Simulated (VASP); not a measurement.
**ZnSn2N2: single point with PBE**

Crystal: ZnSn2N2.

```xyz
5
Lattice="4.2894 0.0000 0.0000 -2.1447 3.7148 0.0000 0.0000 0.0000 6.2752" Properties=species:S:1:pos:R:3 pbc="T T T"
Zn    0.0000    0.0000    0.0000
Sn    0.0000    2.4765    3.1376
Sn    2.1447    1.2383    3.1376
N     0.0000    2.4765    0.0000
N     2.1447    1.2383    0.0000
```

The cell was generated, and may not be a known phase.

```json
{
  "Program": "VASP 6.6.1",
  "Task": "single point",
  "Functional": "PBE",
  "Potentials or basis": "VASP PAW PBE potentials, release 64 (Zn, Sn_d, N)",
  "Cutoff": "520 eV",
  "k mesh": "6 × 6 × 4",
  "Occupations": "gaussian, width 0.1 eV",
  "Spin": "no spin polarisation"
}
```

The pressure is 2.4 GPa and the band gap on the k mesh is zero (bands 25 and 26 overlap by 0.61 eV).

Stress tensor (GPa, compression positive):
```
 11.30   0.00   0.00
  0.00  11.30   0.00
  0.00   0.00 -15.50
```

Levels at points of the mesh, in eV from the Fermi level:
| k point | band 22 | band 23 | band 24 | band 25 | band 26 | band 27 | band 28 | band 29 |
| --- | --- | --- | --- | --- | --- | --- | --- | --- |
| (0.00, 0.00, 0.00) | -0.80 | -0.80 | -0.23 | -0.23 | 0.06 | 0.55 | 0.65 | 0.69 |
| (0.50, 0.00, 0.00) | -2.54 | -2.47 | -1.55 | 0.40 | 0.88 | 1.60 | 1.84 | 2.26 |
| (0.00, 0.00, 0.50) | -1.67 | -1.04 | -1.04 | -0.61 | -0.19 | -0.19 | 1.58 | 1.68 |
| (0.50, 0.00, 0.50) | -2.90 | -0.94 | -0.55 | -0.53 | 0.59 | 0.73 | 1.56 | 1.61 |

Run time: 100 s on 1 thread of Intel Xeon 8259CL (shared host), peak memory 0.25 GiB.

Caveat: the stress differs along the axes, from -15 to 11 GPa; spin-orbit coupling is left out, which moves the levels of the heavy elements.
